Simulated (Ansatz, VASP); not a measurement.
## Two plane-wave programs on SnF

Contents of INCAR:

```
SYSTEM = SnF
PREC = Accurate
ENCUT = 600
EDIFF = 1E-7
ISMEAR = 0
SIGMA = 0.1
LREAL = .FALSE.
LASPH = .TRUE.
NELM = 120
ALGO = Normal
ISIF = 3
LWAVE = .FALSE.
LCHARG = .FALSE.
GGA = PE
IBRION = 2
NSW = 100
EDIFFG = -0.01
GGA_COMPAT = .FALSE.
NELMIN = 4
```

KPOINTS

```
Automatic mesh
0
G
  18 18 12
  0 0 0
```

Contents of POSCAR:

```
SnF
1.0
    3.1337511334      0.0000000000      0.0000000000
    0.0000000000      3.1337511334      0.0000000000
    0.0000000000      0.0000000000      4.4464793483
Sn F
1 1
Direct
    0.0000000000      0.0000000000      0.0000000000
    0.0000000000      0.0000000000      0.5000000000
```

Input for Ansatz:

```yaml
crystal:
  lattice:
    - [3.1337511334, 0.0, 0.0]
    - [0.0, 3.1337511334, 0.0]
    - [0.0, 0.0, 4.4464793483]
  atoms:
    - { symbol: Sn, position: [0.0, 0.0, 0.0] }
    - { symbol: F, position: [0.0, 0.0, 0.5] }
basis:
  ecutwfc: 420
kpoints:
  mp_grid: { grid: [18, 18, 12] }
hamiltonian:
  xc: pbe
scf:
  occupations: { method: gaussian, width: 0.1 }
output:
  forces: true
  stress: true
  eigenvalues: true
relax:
  adjacent_minimum: "off"
  f_tol: 0.01
  max_steps: 80
  cell: { stress_tol: 0.05 }
```

Alike in both runs: task relaxation of cell and atoms; functional PBE; k mesh 18 × 18 × 12; occupations gaussian, width 0.1 eV; no spin polarisation.

|  | VASP | Ansatz |
| --- | --- | --- |
| version | VASP 6.6.1 | Ansatz 0.2.0 |
| potentials or method | VASP PAW PBE potentials, release 64 (Sn_d, F), cutoff 600 eV | scalar-relativistic, plane waves, PAW |
| valence electrons in the cell | 21 | 21 |

VASP gave:

```
gap on the k mesh at the Fermi level, each at its own relaxed structure (eV)  : none
relaxed volume (Å³/atom)                                                      : 21.36
relaxed length of the cell vector where the two differ most in proportion (Å) : 3.100
```

Question: Which values does Ansatz return?

Answer: gap on the k mesh at the Fermi level, each at its own relaxed structure (eV): none; relaxed volume (Å³/atom): 21.46; relaxed length of the cell vector where the two differ most in proportion (Å): 3.108.

A gap of «none» marks a metal or a gap that the smearing closes.
